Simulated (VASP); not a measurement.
A run of VASP 6.6.1:

File INCAR:

```
PREC     = Accurate       # precision mode
ENCUT    = 600            # plane-wave cutoff, eV
EDIFF    = 1E-6           # SCF threshold, eV
ISMEAR   = 0              # smearing method
SIGMA    = 0.1            # smearing width, eV
LREAL    = F              # projectors in reciprocal space
LASPH    = T              # aspherical terms in the spheres
NELM     = 150            # most SCF steps
ALGO     = Fast           # electronic algorithm
ISIF     = 3              # what is computed and relaxed
LWAVE    = F              # write WAVECAR
LCHARG   = F              # write CHGCAR
ISPIN    = 2              # spin polarisation
MAGMOM   = 0.58 0.58 0.58 0 0.55 # initial moments
LORBIT   = 11             # projections on sites
GGA      = PE             # functional
IBRION   = 2              # ionic algorithm
NSW      = 90             # ionic steps
EDIFFG   = -0.04          # ionic threshold
```

File KPOINTS:

```
Automatic mesh
0
Gamma
  4 4 4
```

File POSCAR:

```
C3BrN
1.0
    4.5218294950      0.0000000000      0.0000000000
    0.0000000000      4.5218294950      0.0000000000
    0.0000000000      0.0000000000      4.5218294950
C Br N
3 1 1
Direct
    0.0000000000      0.5000000000      0.5000000000
    0.5000000000      0.0000000000      0.5000000000
    0.5000000000      0.5000000000      0.0000000000
    0.0000000000      0.0000000000      0.0000000000
    0.5000000000      0.5000000000      0.5000000000
```

Potentials or basis: VASP PAW PBE potentials, release 64 (C, Br, N).

The run is started by

```bash
$ cat potpaw_PBE.64/C/POTCAR potpaw_PBE.64/Br/POTCAR potpaw_PBE.64/N/POTCAR > POTCAR
$ mpirun -np 1 vasp_std > vasp.out
```

Hardware: 1 thread of Oxide Virtual Turin-like Processor, on a shared host.

**Question.** How long does it take, and how much memory?

**Answer.** It took 6.6 min on 1 thread of Oxide Virtual Turin-like Processor, on a shared host, peak memory 0.23 GiB. Counts: scf iterations 100, k points 10, ion steps 7.
